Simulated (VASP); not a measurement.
Set up this calculation in VASP 6.6.1, as the native input.

- Task: single point
- Functional: PBEsol
- Potentials or basis: VASP PAW PBE potentials, release 64 (Pd)
- Cutoff: 520 eV
- k mesh: 9 × 9 × 13
- Occupations: fermi-dirac, width 0.1 eV
- Spin: no spin polarisation
- Dipole correction: no
- Further INCAR settings: ALGO = Normal; EDIFF = 1e-06; NBANDS = 22

The structure of Pd lies in POSCAR:

```
Pd
1.0
    4.3658517543      0.0000000000      0.0000000000
   -2.1829258772      3.7809385283      0.0000000000
    0.0000000000      0.0000000000      2.5981407509
Pd
3
Direct
    0.0000000000      0.0000000000      0.0000000000
    0.3333333333      0.6666666667      0.5000000000
    0.6666666667      0.3333333333      0.5000000000
```

This isn't the form of Pd at room conditions, which is fcc.

The input as run:

INCAR

```
SYSTEM = Pd
PREC     = Accurate       ! precision mode
ENCUT    = 520            ! plane-wave cutoff, eV
EDIFF    = 1E-6           ! SCF threshold, eV
ISMEAR   = -1             ! smearing method
SIGMA    = 0.1            ! smearing width, eV
LREAL    = .FALSE.        ! projectors in reciprocal space
LASPH    = .TRUE.         ! aspherical terms in the spheres
NELM     = 80             ! most SCF steps
ALGO     = Normal         ! electronic algorithm
ISIF     = 2              ! what is computed and relaxed
LWAVE    = .FALSE.        ! write WAVECAR
LCHARG   = .TRUE.         ! write CHGCAR
GGA      = PS             ! functional
LELF     = .TRUE.         ! ELF
LVHAR    = .TRUE.       
NBANDS   = 22             ! bands
```

KPOINTS

```
Automatic mesh
0
G
  9 9 13
  0 0 0
```

Potentials or basis: VASP PAW PBE potentials, release 64 (Pd).

Launch:

```bash
$ cat potpaw_PBE.64/Pd/POTCAR > POTCAR
$ mpirun -np 1 vasp_std > vasp.out
```

Results of the run:

| Quantity | Value |
| --- | --- |
| Pressure | 8.5 GPa |
| Band gap on the k mesh | zero (bands 15 and 16 overlap by 0.96 eV) |

Caveat: the cell stands under pressure; the PAW data sets were made with another functional, which shifts forces and pressure a little.

Run time: 24 s on 1 thread of Intel(R) Xeon(R) 6975P-C (Granite Rapids) (shared host), peak memory 0.19 GiB.
